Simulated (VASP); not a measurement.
# CO2 (Pbca) in VASP: notebook

Runs on CO2. Level: PBE. Tasks: single point.

All numbers are computed with VASP 6.6.1; they aren't measurements. Logs are shortened: lines on timing, memory, paths and dates and some standing lists are left out, and cuts for length are marked.

### 1 The cell of the first run

It takes space group Pbca (No. 61, orthorhombic). The conventional cell has a = 5.815 Å, b = 6.058 Å, c = 6.058 Å, α = 90.00°, β = 90.00°, γ = 90.00°. Within 1.6 Å of C (site symmetry -1) lie 2 O at 1.15 Å. O (site symmetry 1) has 1 C at 1.15 Å within 1.6 Å.

### 2 Single point, PBE (engineering shear strain xz +0.0000, normal strain along z -0.0400)

INCAR

```
SYSTEM = CO2
ALGO = Normal
EDIFF = 1E-7
ENCUT = 520
GGA = PE
ISIF = 2
ISMEAR = 0
LASPH = .True.
LCHARG = .False.
LREAL = .False.
LWAVE = .False.
NBANDS = 44
NELM = 80
PREC = Accurate
SIGMA = 0.05
```

KPOINTS

```
k-points
0
Gamma
  4 4 4
  0 0 0
```

POSCAR

```
CO2
1.0
    6.0577362522      0.0000000000      0.0000000000
    0.0000000000      6.0577362522      0.0000000000
    0.0000000000      0.0000000000      5.8154268021
C O
4 8
Direct
    0.0000000000      0.0000000000      0.0000000000
    0.5000000000      0.0000000000      0.5000000000
    0.5000000000      0.5000000000      0.0000000000
    0.0000000000      0.5000000000      0.5000000000
    0.1114834447      0.1114834447      0.1114834447
    0.3885165553      0.8885165553      0.6114834447
    0.6114834447      0.3885165553      0.8885165553
    0.8885165553      0.6114834447      0.3885165553
    0.8885165553      0.8885165553      0.8885165553
    0.6114834447      0.1114834447      0.3885165553
    0.3885165553      0.6114834447      0.1114834447
    0.1114834447      0.3885165553      0.6114834447
```

Potentials or basis: VASP PAW PBE potentials, release 64 (C, O).

On the command line:

```
> cat potpaw_PBE.64/C/POTCAR potpaw_PBE.64/O/POTCAR > POTCAR
> mpirun -np 1 vasp_std > vasp.out
```

OUTCAR:

```text
SYSTEM = CO2
   EDIFF = 1E-7
   ENCUT = 520
   GGA = PE
   ISIF = 2
   ISMEAR = 0
   LASPH = .True.
   LREAL = .False.
   NELM = 80
   PREC = Accurate

 ion  position               nearest neighbor table
   1  0.000  0.000  0.000-   5 1.15   9 1.15
   2  0.500  0.000  0.500-   6 1.15  10 1.15
   3  0.500  0.500  0.000-   7 1.15  11 1.15
   4  0.000  0.500  0.500-   8 1.15  12 1.15
   5  0.111  0.111  0.111-   1 1.15
   6  0.389  0.889  0.611-   2 1.15
   7  0.611  0.389  0.889-   3 1.15
   8  0.889  0.611  0.389-   4 1.15
   9  0.889  0.889  0.889-   1 1.15
  10  0.611  0.111  0.389-   2 1.15
  11  0.389  0.611  0.111-   3 1.15
  12  0.111  0.389  0.611-   4 1.15

  LATTYP: Found a simple tetragonal cell.
 ALAT       =     6.0577362522
 C/A-ratio  =     0.9600000000

  Lattice vectors:

 A1 = (   6.0577362522,   0.0000000000,   0.0000000000)
 A2 = (   0.0000000000,   6.0577362522,   0.0000000000)
 A3 = (   0.0000000000,   0.0000000000,   5.8154268021)

Analysis of symmetry for initial positions (statically):
=====================================================================
 Subroutine PRICEL returns:
 Original cell was already a primitive cell.

 Routine SETGRP: Setting up the symmetry group for a
 simple tetragonal supercell.

 Subroutine GETGRP returns: Found  8 space group operations
 (whereof  2 operations were pure point group operations)
 out of a pool of 16 trial point group operations.

The static configuration has the point symmetry S_2 .
 The point group associated with its full space group is D_2h.

Analysis of symmetry for dynamics (positions and initial velocities):
=====================================================================
 Subroutine PRICEL returns:
 Original cell was already a primitive cell.

 Routine SETGRP: Setting up the symmetry group for a
 simple tetragonal supercell.

 Subroutine GETGRP returns: Found  8 space group operations
 (whereof  2 operations were pure point group operations)
 out of a pool of 16 trial point group operations.

The dynamic configuration has the point symmetry S_2 .
 The point group associated with its full space group is D_2h.

 Subroutine INISYM returns: Found  8 space group operations
 (whereof  2 operations are pure point group operations),
 and found     1 'primitive' translations

----------------------------------------------------------------------------------------

                                     Primitive cell

  volume of cell :     213.4039

  direct lattice vectors                    reciprocal lattice vectors
     6.057736252  0.000000000  0.000000000     0.165078168  0.000000000  0.000000000
     0.000000000  6.057736252  0.000000000     0.000000000  0.165078168  0.000000000
     0.000000000  0.000000000  5.815426802     0.000000000  0.000000000  0.171956425

  length of vectors
     6.057736252  6.057736252  5.815426802     0.165078168  0.165078168  0.171956425

  position of ions in fractional coordinates (direct lattice)
     0.000000000  0.000000000  0.000000000
     0.500000000  0.000000000  0.500000000
     0.500000000  0.500000000  0.000000000
     0.000000000  0.500000000  0.500000000
     0.111483445  0.111483445  0.111483445
     0.388516555  0.888516555  0.611483445
     0.611483445  0.388516555  0.888516555
     0.888516555  0.611483445  0.388516555
     0.888516555  0.888516555  0.888516555
     0.611483445  0.111483445  0.388516555
     0.388516555  0.611483445  0.111483445
     0.111483445  0.388516555  0.611483445

  ion indices of the primitive-cell ions
   primitive index   ion index
                 1           1
                 2           2
                 3           3
                 4           4
                 5           5
                 6           6
                 7           7
                 8           8
                 9           9
                10          10
                11          11
                12          12

----------------------------------------------------------------------------------------

 KPOINTS: k-points

Automatic generation of k-mesh.
 Grid dimensions read from file:
 generate k-points for:    4    4    4

 Generating k-lattice:

  Cartesian coordinates                     Fractional coordinates (reciprocal lattice)
     0.041269542  0.000000000  0.000000000     0.250000000  0.000000000  0.000000000
     0.000000000  0.041269542  0.000000000     0.000000000  0.250000000  0.000000000
     0.000000000  0.000000000  0.042989106     0.000000000  0.000000000  0.250000000

  Length of vectors
     0.041269542  0.041269542  0.042989106

  Shift w.r.t. Gamma in fractional coordinates (k-lattice)
     0.000000000  0.000000000  0.000000000

 Subroutine IBZKPT returns following result:
 ===========================================

 Found     27 irreducible k-points:

 Following reciprocal coordinates:
            Coordinates               Weight
  0.000000  0.000000  0.000000      1.000000
  0.250000  0.000000  0.000000      2.000000
  0.000000  0.250000  0.000000      2.000000
  0.500000  0.000000  0.000000      1.000000
  0.000000  0.500000  0.000000      1.000000
  0.250000  0.250000  0.000000      4.000000
[... 16 lines left out ...]
  0.000000  0.500000  0.500000      1.000000
  0.250000  0.250000  0.500000      4.000000
 [... further k-points ...]
   k-points           NKPTS =     27   k-points in BZ     NKDIM =     27   number of bands    NBANDS=     44
   number of dos      NEDOS =    301   number of ions     NIONS =     12
   total plane-waves  NPLWV = 110592
   dimension x,y,z NGX =    48 NGY =   48 NGZ =   48
   dimension x,y,z NGXF=    96 NGYF=   96 NGZF=   96
   ions per type =               4   8
   NGX,Y,Z   is equivalent  to a cutoff of  13.17, 13.17, 13.72 a.u.
   NGXF,Y,Z  is equivalent  to a cutoff of  26.35, 26.35, 27.44 a.u.
 SYSTEM =  CO2
   PREC   = accura    normal or accurate (medium, high low for compatibility)
   ISTART =      0    job   : 0-new  1-cont  2-samecut
   ICHARG =      2    charge: 1-file 2-atom 10-const
   ISPIN  =      1    spin polarized calculation?
   LNONCOLLINEAR =      F non collinear calculations
   LSORBIT =      F    spin-orbit coupling
   LASPH  =      T    aspherical Exc in radial PAW
   ENCUT  =  520.0 eV  38.22 Ry    6.18 a.u.  11.26 11.26 10.81*2*pi/ulx,y,z
   NELM   =     80;   NELMIN=  2; NELMDL= -5     # of ELM steps
   EDIFF  = 0.1E-06   stopping-criterion for ELM
   LREAL  =      F    real-space projection
   EDIFFG = 0.1E-05   stopping-criterion for IOM
   NSW    =      0    number of steps for IOM
   IBRION =     -1    ionic relax: 0-MD 1-quasi-New 2-CG
   NFREE  =      0    steps in history (QN), initial steepest desc. (CG)
   ISIF   =      2    stress and relaxation
   ISYM   =      2    0-nonsym 1-usesym 2-fastsym
   POTIM  = 0.5000    time-step for ionic-motion
   TEBEG  =    0.0;   TEEND  =   0.0 temperature during run
   PSTRESS=    0.0 pullay stress
   NELECT =      64.0000    total number of electrons
   NUPDOWN=      -1.0000    fix difference up-down
   EMIN   =  10.00;   EMAX   =-10.00  energy-range for DOS
   EFERMI =   0.00;   METHOD = LEGACY
   ISMEAR =     0;   SIGMA  =   0.05  broadening in eV -4-tet -1-fermi 0-gaus
   EFERMI_NEDOS =   21; number of points for ismear=-14 and -15
   IALGO  =     38    algorithm
   IMIX   =      4    mixing-type and parameters
     AMIX     =   0.40;   BMIX     =  1.00
     AMIX_MAG =   1.60;   BMIX_MAG =  1.00
  volume/ion in A,a.u.               =      17.78       120.01
  Fermi-wavevector in a.u.,A,eV,Ry     =   1.095807  2.070775 16.337779  1.200793
  Thomas-Fermi vector in A             =   2.232137
   LORBIT       =      0    0 simple, 1 ext, 2 COOP (PROOUT), +10 PAW based schemes
   GGA     = PE    functional components
   LHFCALC =     F    Hartree Fock is set to
   AEXX    =    0.0000 exact exchange contribution
   IVDW    =     0    specifies the selected vdW correction
   LEPSILON=     F    determine dielectric tensor
   LRPA    =     F    only Hartree local field effects (RPA)
 non-spin polarized calculation
 Gauss-broadening in eV      SIGMA  =   0.05
  energy-cutoff  :      520.00
  volume of cell :      213.40
 maximum number of plane-waves:      5768
 NGX is ok and might be reduce to    48
   NGX = 23   NGY = 23   NGZ = 21

 number of electron      64.0000001 magnetization

 Free energy of the ion-electron system (eV)
  ---------------------------------------------------
  ext. energy  EPLUGINS =         0.00000000
  ---------------------------------------------------
  free energy    TOTEN  =       -92.08094580 eV

  energy without entropy =      -92.08094580  energy(sigma->0) =      -92.08094580

 E-fermi :  -4.3339     XC(G=0):  -7.0165

 val. band max:       -4.6470604718   @ k =   0.0000   0.0000   0.0000
 cond. band min:       2.0767188329   @ k =   0.0000   0.0000   0.0000
 fundamental gap:      6.7237793046
 Fermi energy:        -4.3338767776

 k-point     1 :       0.0000    0.0000    0.0000
  band No.  band energies     occupation
      1     -25.2349      2.00000
      2     -25.1427      2.00000
      3     -25.1416      2.00000
      4     -25.1333      2.00000
      5     -24.1775      2.00000
      6     -24.1763      2.00000
[... 36 lines left out ...]
     43       5.7343      0.00000
     44       6.0337      0.00000

 k-point     2 :       0.2500    0.0000    0.0000
  band No.  band energies     occupation
      1     -25.2217      2.00000
      2     -25.1566      2.00000
      3     -25.1402      2.00000
      4     -25.1345      2.00000
      5     -24.1769      2.00000
      6     -24.1762      2.00000
[... 36 lines left out ...]
     43       6.0160      0.00000
     44       6.3079      0.00000

 k-point     3 :       0.0000    0.2500    0.0000
  band No.  band energies     occupation
      1     -25.2215      2.00000
      2     -25.1557      2.00000
      3     -25.1414      2.00000
      4     -25.1346      2.00000
      5     -24.1747      2.00000
      6     -24.1738      2.00000
[... 36 lines left out ...]
     43       6.0366      0.00000
     44       6.2837      0.00000

 k-point     4 :       0.5000    0.0000    0.0000
  band No.  band energies     occupation
      1     -25.1896      2.00000
      2     -25.1896      2.00000
      3     -25.1373      2.00000
      4     -25.1373      2.00000
      5     -24.1763      2.00000
      6     -24.1763      2.00000
[... 882 lines left out ...]
     43       4.7090      0.00000
     44       4.7090      0.00000

 k-point    23 :       0.0000    0.5000    0.5000
  band No.  band energies     occupation
      1     -25.1632      2.00000
      2     -25.1632      2.00000
      3     -25.1632      2.00000
      4     -25.1632      2.00000
      5     -24.1685      2.00000
      6     -24.1685      2.00000
[... 36 lines left out ...]
     43       4.7066      0.00000
     44       4.7066      0.00000

 k-point    24 :       0.2500    0.2500    0.5000
  band No.  band energies     occupation
      1     -25.1738      2.00000
      2     -25.1738      2.00000
      3     -25.1525      2.00000
      4     -25.1525      2.00000
      5     -24.1707      2.00000
      6     -24.1707      2.00000
[... 36 lines left out ...]
     43       5.5243      0.00000
     44       5.5243      0.00000

 [... further k-points ...]
[... 5 lines left out ...]
  --------------------------------------------------------------------------------------
  -------------------------------------------------------------------------------------
  Total        7.1625699      7.1755792      6.7999359      0.0000000      0.0000000      0.0000000
  in kB       53.7745944     53.8722642     51.0520386      0.0000000      0.0000000      0.0000000
  external PRESSURE =      52.8996324 kB  Pullay stress =       0.0000000 kB

 VOLUME and BASIS-vectors are now :
 -----------------------------------------------------------------------------
  energy-cutoff  :      520.00
  volume of cell :      213.40
      direct lattice vectors                 reciprocal lattice vectors
     6.057736252  0.000000000  0.000000000     0.165078168  0.000000000  0.000000000
     0.000000000  6.057736252  0.000000000     0.000000000  0.165078168  0.000000000
     0.000000000  0.000000000  5.815426802     0.000000000  0.000000000  0.171956425

 POSITION                                       TOTAL-FORCE (eV/Angst)
 -----------------------------------------------------------------------------------
      0.00000      0.00000      0.00000         0.000000      0.000000      0.000000
      3.02887      0.00000      2.90771         0.000000      0.000000      0.000000
      3.02887      3.02887      0.00000         0.000000      0.000000      0.000000
      0.00000      3.02887      2.90771         0.000000      0.000000      0.000000
      0.67534      0.67534      0.64832         1.379509      1.373594      1.328797
      2.35353      5.38240      3.55604        -1.379509     -1.373594      1.328797
      3.70421      2.35353      5.16710         1.379509     -1.373594     -1.328797
      5.38240      3.70421      2.25939        -1.379509      1.373594     -1.328797
      5.38240      5.38240      5.16710        -1.379509     -1.373594     -1.328797
      3.70421      0.67534      2.25939         1.379509      1.373594     -1.328797
      2.35353      3.70421      0.64832        -1.379509      1.373594      1.328797
      0.67534      2.35353      3.55604         1.379509     -1.373594      1.328797
 -----------------------------------------------------------------------------------
    total drift:                               -0.000000      0.000000      0.000000

  FREE ENERGIE OF THE ION-ELECTRON SYSTEM (eV)
  ---------------------------------------------------
  free  energy   TOTEN  =       -92.0809457957 eV

  energy  without entropy=      -92.0809457957  energy(sigma->0) =      -92.08094580
```

Wall time 6.9 min (1 thread of Oxide Virtual Turin-like, shared host); peak memory 0.38 GiB.

Results:

- Free energy: -92.0809 eV
- Pressure: 5.3 GPa
- Largest force: 2.357 eV/Å
- Band gap on the k mesh: 6.72 eV, direct

Forces in eV/Å, atoms in the order of the input:
```
C    0.000  0.000  0.000
C    0.000  0.000  0.000
C    0.000  0.000  0.000
C    0.000  0.000  0.000
O    1.380  1.374  1.329
O   -1.380 -1.374  1.329
O    1.380 -1.374 -1.329
O   -1.380  1.374 -1.329
O   -1.380 -1.374 -1.329
O    1.380  1.374 -1.329
O   -1.380  1.374  1.329
O    1.380 -1.374  1.329
```

Levels at points of the mesh, in eV from the valence-band top:
```csv
k point,band 28,band 29,band 30,band 31,band 32,band 33,band 34,band 35,band 36,band 37
"(0.00, 0.00, 0.00)",-0.15,-0.14,-0.14,-0.06,0.00,6.72,8.41,8.43,8.48,8.54
"(0.50, 0.00, 0.00)",-0.24,-0.21,-0.21,-0.07,-0.07,8.00,8.00,8.33,8.33,8.62
"(0.00, 0.50, 0.00)",-0.24,-0.21,-0.21,-0.08,-0.08,8.00,8.00,8.38,8.38,8.59
"(0.50, 0.50, 0.00)",-0.22,-0.20,-0.20,-0.20,-0.20,8.32,8.32,8.32,8.32,8.86
"(0.00, 0.00, 0.50)",-0.23,-0.20,-0.20,-0.09,-0.09,8.11,8.11,8.36,8.36,8.62
"(0.50, 0.00, 0.50)",-0.23,-0.20,-0.20,-0.20,-0.20,8.31,8.31,8.31,8.31,8.89
"(0.00, 0.50, 0.50)",-0.24,-0.19,-0.19,-0.19,-0.19,8.32,8.32,8.32,8.32,8.88
"(0.50, 0.50, 0.50)",-0.24,-0.20,-0.20,-0.20,-0.20,8.40,8.40,8.40,8.40,9.03
```

Caveat: the cell differs from its parent crystal (engineering shear strain xz +0.0000, normal strain along z -0.0400); forces of over 1 eV/Å act on the atoms, so gaps and moduli don't describe the material at rest. A k mesh can miss the band edges.

(Continued in part 2 of 2.)
